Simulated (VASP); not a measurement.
# Ga (Im-3m) in VASP: notebook

The runs below take Ga through single point, relaxation of cell and atoms, with PBEsol.

Everything below comes from runs of VASP 6.6.1. Logs are shortened: lines on timing, memory, paths and dates and some standing lists are left out, and cuts for length are marked.

### 1 The cell of the first run

The structure is cubic, space group Im-3m (No. 229). Conventional cell: a = 3.387 Å, b = 3.387 Å, c = 3.387 Å, α = 90.00°, β = 90.00°, γ = 90.00°. Ga (site symmetry m-3m) has 14 Ga at 2.93 to 3.39 Å within 3.9 Å.

### 2 Single point, PBEsol (volume scaled by 1.08)

INCAR reads:

```
  PREC = Accurate
  ENCUT = 500
  EDIFF = 1E-6
  ISMEAR = -1
  SIGMA = 0.1
  LREAL = F
  LASPH = T
  NELM = 120
  ALGO = Normal
  ISIF = 2
  LWAVE = F
  LCHARG = F
  GGA = PS
  NBANDS = 12
  GGA_COMPAT = F
```

KPOINTS reads:

```
regular mesh
0
Gamma
  15 15 15
```

POSCAR reads:

```
Ga
1.0
   -1.6932920940      1.6932920940      1.6932920940
    1.6932920940     -1.6932920940      1.6932920940
    1.6932920940      1.6932920940     -1.6932920940
Ga
1
Direct
    0.0000000000      0.0000000000      0.0000000000
```

Potentials or basis: VASP PAW PBE potentials, release 64 (Ga_d).

Command:

```sh
cat potpaw_PBE.64/Ga_d/POTCAR > POTCAR
mpirun -np 1 vasp_std > vasp.out
```

OUTCAR:

```text
PREC = Accurate
   ENCUT = 500
   EDIFF = 1E-6
   ISMEAR = -1
   LREAL = F
   LASPH = T
   NELM = 120
   ISIF = 2
   GGA = PS

 ion  position               nearest neighbor table
   1  0.000  0.000  0.000-

  LATTYP: Found a body centered cubic cell.
 ALAT       =     3.3865841880

  Lattice vectors:

 A1 = (  -1.6932920940,   1.6932920940,   1.6932920940)
 A2 = (   1.6932920940,  -1.6932920940,   1.6932920940)
 A3 = (   1.6932920940,   1.6932920940,  -1.6932920940)

Analysis of symmetry for initial positions (statically):
=====================================================================
 Subroutine PRICEL returns:
 Original cell was already a primitive cell.

 Routine SETGRP: Setting up the symmetry group for a
 body centered cubic supercell.

 Subroutine GETGRP returns: Found 48 space group operations
[... 9 lines left out ...]

 Routine SETGRP: Setting up the symmetry group for a
 body centered cubic supercell.

 Subroutine GETGRP returns: Found 48 space group operations
[... 11 lines left out ...]
                                     Primitive cell

  volume of cell :      19.4203

  direct lattice vectors                    reciprocal lattice vectors
    -1.693292094  1.693292094  1.693292094     0.000000000  0.295282782  0.295282782
     1.693292094 -1.693292094  1.693292094     0.295282782  0.000000000  0.295282782
     1.693292094  1.693292094 -1.693292094     0.295282782  0.295282782  0.000000000

  length of vectors
     2.932867939  2.932867939  2.932867939     0.417592915  0.417592915  0.417592915

  position of ions in fractional coordinates (direct lattice)
     0.000000000  0.000000000  0.000000000

  ion indices of the primitive-cell ions
   primitive index   ion index
                 1           1

----------------------------------------------------------------------------------------

 KPOINTS: regular mesh

Automatic generation of k-mesh.
 Grid dimensions read from file:
 generate k-points for:   15   15   15

 Generating k-lattice:

  Cartesian coordinates                     Fractional coordinates (reciprocal lattice)
     0.000000000  0.019685519  0.019685519     0.066666667  0.000000000  0.000000000
     0.019685519  0.000000000  0.019685519     0.000000000  0.066666667  0.000000000
     0.019685519  0.019685519  0.000000000     0.000000000  0.000000000  0.066666667

  Length of vectors
     0.027839528  0.027839528  0.027839528

  Shift w.r.t. Gamma in fractional coordinates (k-lattice)
     0.000000000  0.000000000  0.000000000

 Subroutine IBZKPT returns following result:
 ===========================================

 Found    120 irreducible k-points:

 Following reciprocal coordinates:
            Coordinates               Weight
  0.000000  0.000000  0.000000      1.000000
  0.066667  0.000000  0.000000     12.000000
  0.133333  0.000000  0.000000     12.000000
  0.200000  0.000000  0.000000     12.000000
  0.266667  0.000000  0.000000     12.000000
  0.333333  0.000000  0.000000     12.000000
[... 16 lines left out ...]
  0.333333  0.200000  0.000000     48.000000
  0.400000  0.200000 -0.000000     24.000000
 [... further k-points ...]
   k-points           NKPTS =    120   k-points in BZ     NKDIM =    120   number of bands    NBANDS=     12
   number of dos      NEDOS =    301   number of ions     NIONS =      1
   total plane-waves  NPLWV =  13824
   dimension x,y,z NGX =    24 NGY =   24 NGZ =   24
   dimension x,y,z NGXF=    48 NGYF=   48 NGZF=   48
   ions per type =               1
   NGX,Y,Z   is equivalent  to a cutoff of  13.60, 13.60, 13.60 a.u.
   NGXF,Y,Z  is equivalent  to a cutoff of  27.21, 27.21, 27.21 a.u.
 SYSTEM =  unknown system
   PREC   = accura    normal or accurate (medium, high low for compatibility)
   ISTART =      0    job   : 0-new  1-cont  2-samecut
   ICHARG =      2    charge: 1-file 2-atom 10-const
   ISPIN  =      1    spin polarized calculation?
   LNONCOLLINEAR =      F non collinear calculations
   LSORBIT =      F    spin-orbit coupling
   LASPH  =      T    aspherical Exc in radial PAW
   ENCUT  =  500.0 eV  36.75 Ry    6.06 a.u.   5.35  5.35  5.35*2*pi/ulx,y,z
   NELM   =    120;   NELMIN=  2; NELMDL= -5     # of ELM steps
   EDIFF  = 0.1E-05   stopping-criterion for ELM
   LREAL  =      F    real-space projection
   EDIFFG = 0.1E-04   stopping-criterion for IOM
   NSW    =      0    number of steps for IOM
   IBRION =     -1    ionic relax: 0-MD 1-quasi-New 2-CG
   NFREE  =      0    steps in history (QN), initial steepest desc. (CG)
   ISIF   =      2    stress and relaxation
   ISYM   =      2    0-nonsym 1-usesym 2-fastsym
   POTIM  = 0.5000    time-step for ionic-motion
   TEBEG  =    0.0;   TEEND  =   0.0 temperature during run
   PSTRESS=    0.0 pullay stress
   NELECT =      13.0000    total number of electrons
   NUPDOWN=      -1.0000    fix difference up-down
   EMIN   =  10.00;   EMAX   =-10.00  energy-range for DOS
   EFERMI =   0.00;   METHOD = LEGACY
   ISMEAR =    -1;   SIGMA  =   0.10  broadening in eV -4-tet -1-fermi 0-gaus
   EFERMI_NEDOS =   21; number of points for ismear=-14 and -15
   IALGO  =     38    algorithm
   IMIX   =      4    mixing-type and parameters
     AMIX     =   0.40;   BMIX     =  1.00
     AMIX_MAG =   1.60;   BMIX_MAG =  1.00
  volume/ion in A,a.u.               =      19.42       131.05
  Fermi-wavevector in a.u.,A,eV,Ry     =   1.432091  2.706260 27.903995  2.050886
  Thomas-Fermi vector in A             =   2.551757
   LORBIT       =      0    0 simple, 1 ext, 2 COOP (PROOUT), +10 PAW based schemes
   GGA     = PS    functional components
   LHFCALC =     F    Hartree Fock is set to
   AEXX    =    0.0000 exact exchange contribution
   IVDW    =     0    specifies the selected vdW correction
   LEPSILON=     F    determine dielectric tensor
   LRPA    =     F    only Hartree local field effects (RPA)
 non-spin polarized calculation
  energy-cutoff  :      500.00
  volume of cell :       19.42
 maximum number of plane-waves:       531
 NGX is ok and might be reduce to    24
   NGX = 11   NGY = 11   NGZ = 11

 number of electron      12.9999991 magnetization

 Free energy of the ion-electron system (eV)
  ---------------------------------------------------
  ext. energy  EPLUGINS =         0.00000000
  ---------------------------------------------------
  free energy    TOTEN  =        -3.30043036 eV

  energy without entropy =       -3.28584060  energy(sigma->0) =       -3.29313548

 E-fermi :   5.1283     XC(G=0): -11.0098

 val. band max:        5.1246474290   @ k =  -0.4000  -0.4000   0.1333
 cond. band min:       5.1500555955   @ k =  -0.4667  -0.4667   0.3333
 fundamental gap:      0.0254081665
 Fermi energy:         5.1282600579

 k-point     1 :       0.0000    0.0000    0.0000
  band No.  band energies     occupation
      1      -9.7007      2.00000
      2      -9.7007      2.00000
      3      -9.7007      2.00000
      4      -9.5244      2.00000
      5      -9.5244      2.00000
      6      -5.6897      2.00000
      7      17.3460      0.00000
      8      17.3460      0.00000
      9      17.3460      0.00000
     10      22.0220      0.00000
     11      22.0220      0.00000
     12      22.0220      0.00000

 k-point     2 :       0.0667    0.0000    0.0000
  band No.  band energies     occupation
      1      -9.7040      2.00000
      2      -9.6981      2.00000
      3      -9.6887      2.00000
      4      -9.5278      2.00000
      5      -9.5244      2.00000
      6      -5.5714      2.00000
      7      16.2678      0.00000
      8      16.7908      0.00000
      9      17.1591      0.00000
     10      20.6512      0.00000
     11      20.8033      0.00000
     12      22.0355      0.00000

 k-point     3 :       0.1333    0.0000    0.0000
  band No.  band energies     occupation
      1      -9.7136      2.00000
      2      -9.6930      2.00000
      3      -9.6549      2.00000
      4      -9.5367      2.00000
      5      -9.5244      2.00000
      6      -5.2150      2.00000
      7      13.9150      0.00000
      8      15.6881      0.00000
      9      16.6389      0.00000
     10      19.4091      0.00000
     11      19.5515      0.00000
     12      21.7555      0.00000

 k-point     4 :       0.2000    0.0000    0.0000
  band No.  band energies     occupation
      1      -9.7278      2.00000
      2      -9.6919      2.00000
      3      -9.6044      2.00000
      4      -9.5459      2.00000
      5      -9.5244      2.00000
      6      -4.6172      2.00000
      7      11.2839      0.00000
      8      14.5628      0.00000
      9      15.9388      0.00000
     10      18.4713      0.00000
     11      18.5112      0.00000
     12      22.0092      0.00000

 k-point     5 :       0.2667    0.0000    0.0000
  band No.  band energies     occupation
      1      -9.7440      2.00000
      2      -9.7013      2.00000
      3      -9.5490      2.00000
      4      -9.5456      2.00000
      5      -9.5242      2.00000
      6      -3.7760      2.00000
      7       8.7100      0.00000
      8      13.5848      0.00000
      9      15.2391      0.00000
     10      17.6847      0.00000
     11      17.7433      0.00000
     12      22.6699      0.00000
[... 228 lines left out ...]
      1      -9.7428      2.00000
      2      -9.6883      2.00000
      3      -9.5554      2.00000
      4      -9.5445      2.00000
      5      -9.5013      2.00000
      6      -2.4546      2.00000
      7       7.6509      0.00000
      8       8.9606      0.00000
      9      13.3779      0.00000
     10      19.2211      0.00000
     11      19.8334      0.00000
     12      23.9745      0.00000

 k-point    22 :       0.2667    0.2000    0.0000
  band No.  band energies     occupation
      1      -9.7504      2.00000
      2      -9.6848      2.00000
      3      -9.5505      2.00000
      4      -9.5467      2.00000
      5      -9.4814      2.00000
      6      -1.2624      2.00000
      7       5.7951      0.00254
      8       7.9333      0.00000
      9      12.8559      0.00000
     10      19.0158      0.00000
     11      20.6042      0.00000
     12      24.1817      0.00000

 k-point    23 :       0.3333    0.2000    0.0000
  band No.  band energies     occupation
      1      -9.7559      2.00000
      2      -9.6856      2.00000
      3      -9.5536      2.00000
      4      -9.5375      2.00000
      5      -9.4688      2.00000
      6       0.1359      2.00000
      7       3.8233      2.00000
      8       7.4791      0.00000
      9      12.5345      0.00000
     10      18.7636      0.00000
     11      21.7105      0.00000
     12      24.0086      0.00000

 k-point    24 :       0.4000    0.2000   -0.0000
  band No.  band energies     occupation
      1      -9.7579      2.00000
      2      -9.6866      2.00000
      3      -9.5551      2.00000
      4      -9.5330      2.00000
      5      -9.4646      2.00000
      6       1.3360      2.00000
      7       2.4196      2.00000
      8       7.3382      0.00000
      9      12.4261      0.00000
     10      18.6739      0.00000
     11      22.4252      0.00000
     12      24.0814      0.00000

 [... further k-points ...]
[... 5 lines left out ...]
  --------------------------------------------------------------------------------------
  -------------------------------------------------------------------------------------
  Total       -0.4615135     -0.4615135     -0.4615135     -0.0000000     -0.0000000     -0.0000000
  in kB      -38.0749515    -38.0749515    -38.0749515     -0.0000000     -0.0000000     -0.0000000
  external PRESSURE =     -38.0749515 kB  Pullay stress =       0.0000000 kB

 VOLUME and BASIS-vectors are now :
 -----------------------------------------------------------------------------
  energy-cutoff  :      500.00
  volume of cell :       19.42
      direct lattice vectors                 reciprocal lattice vectors
    -1.693292094  1.693292094  1.693292094     0.000000000  0.295282782  0.295282782
     1.693292094 -1.693292094  1.693292094     0.295282782  0.000000000  0.295282782
     1.693292094  1.693292094 -1.693292094     0.295282782  0.295282782  0.000000000

 POSITION                                       TOTAL-FORCE (eV/Angst)
 -----------------------------------------------------------------------------------
      0.00000      0.00000      0.00000         0.000000      0.000000      0.000000
 -----------------------------------------------------------------------------------
    total drift:                                0.000000      0.000000      0.000000

  FREE ENERGIE OF THE ION-ELECTRON SYSTEM (eV)
  ---------------------------------------------------
  free  energy   TOTEN  =        -3.3004303594 eV

  energy  without entropy=       -3.2858406000  energy(sigma->0) =       -3.29313548
```

Run time: 12 s. Hardware: 1 thread of Intel Xeon 6975P-C, shared host; peak memory 0.15 GiB.

What came out:

* Free energy: -3.3004 eV
* Pressure: -3.8 GPa

Caveat: the cell differs from its parent crystal (volume scaled by 1.08); the PAW data sets were made with another functional, which shifts forces and pressure a little.

### 3 Relaxation of cell and atoms, PBEsol

This run uses another cell than the first one, of 19.59 Å³/atom, 1.009 times its volume.

INCAR reads:

```
  ALGO = Normal
  EDIFF = 1E-7
  EDIFFG = -0.01
  ENCUT = 500
  GGA = PS
  GGA_COMPAT = F
  IBRION = 2
  ISIF = 3
  ISMEAR = -1
  LASPH = T
  LCHARG = F
  LREAL = F
  LWAVE = F
  NELM = 120
  NELMIN = 4
  NSW = 80
  PREC = Accurate
  SIGMA = 0.1
```

KPOINTS reads:

```
k-points
0
Gamma
  13 13 13
```

POSCAR reads:

```
Ga
1.0
   -1.6983540166      1.6983540166      1.6983540166
    1.6983540166     -1.6983540166      1.6983540166
    1.6983540166      1.6983540166     -1.6983540166
Ga
1
Direct
    0.0000000000      0.0000000000      0.0000000000
```

Potentials or basis: VASP PAW PBE potentials, release 64 (Ga_d).

Command:

```sh
cat potpaw_PBE.64/Ga_d/POTCAR > POTCAR
mpirun -np 1 vasp_std > vasp.out
```

Wall time 51 s (1 thread of Intel Xeon 6975P-C, shared host); peak memory 0.16 GiB.

Results (log left out):

- Free energy: -3.3208 eV
- Relaxed volume: 18.03 Å³/atom
- Relaxed cell: a = 2.861 Å, b = 2.861 Å, c = 2.861 Å, α = 109.47°, β = 109.47°, γ = 109.47°
- Space group after relaxing (to 0.05 Å): Im-3m (No. 229)
- Energy gained by relaxing: 22.3 meV/atom
- Ionic steps: 11
- Pressure after relaxing: -0.1 GPa

Step by step:
| step | energy change (eV) | largest force (eV/Å) | pressure (GPa) | volume (Å³) |
| --- | --- | --- | --- | --- |
| 1 | 0.0000 | 0.0000 | -4.16 | 19.59 |
| 2 | -0.0220 | 0.0000 | -0.55 | 18.19 |
| 3 | -0.0223 | 0.0000 | 0.11 | 18.03 |
| 4 | -0.0223 | 0.0000 | -0.20 | 18.06 |
| 5 | -0.0223 | 0.0000 | -0.15 | 18.05 |
| 6 | -0.0223 | 0.0000 | -0.12 | 18.05 |
| 7 | -0.0223 | 0.0000 | -0.13 | 18.05 |
| 8 | -0.0223 | 0.0000 | -0.12 | 18.04 |
| 9 | -0.0223 | 0.0000 | -0.11 | 18.04 |
| 10 | -0.0223 | 0.0000 | -0.10 | 18.04 |
| 11 | -0.0223 | 0.0000 | -0.07 | 18.03 |

Final structure:
```yaml
crystal:
  lattice:
    - [-1.65191, 1.65191, 1.65191]
    - [1.65191, -1.65191, 1.65191]
    - [1.65191, 1.65191, -1.65191]
  atoms:
    - { symbol: Ga, position: [0.00000, 0.00000, 0.00000] }
```

Levels at points of the mesh, in eV from the Fermi level:
```tsv
k point	band 3	band 4	band 5	band 6	band 7	band 8	band 9	band 10
(0.00, 0.00, 0.00)	-14.93	-14.72	-14.72	-11.42	13.10	13.10	13.10	17.62
```

Caveat: the PAW data sets were made with another functional, which shifts forces and pressure a little.
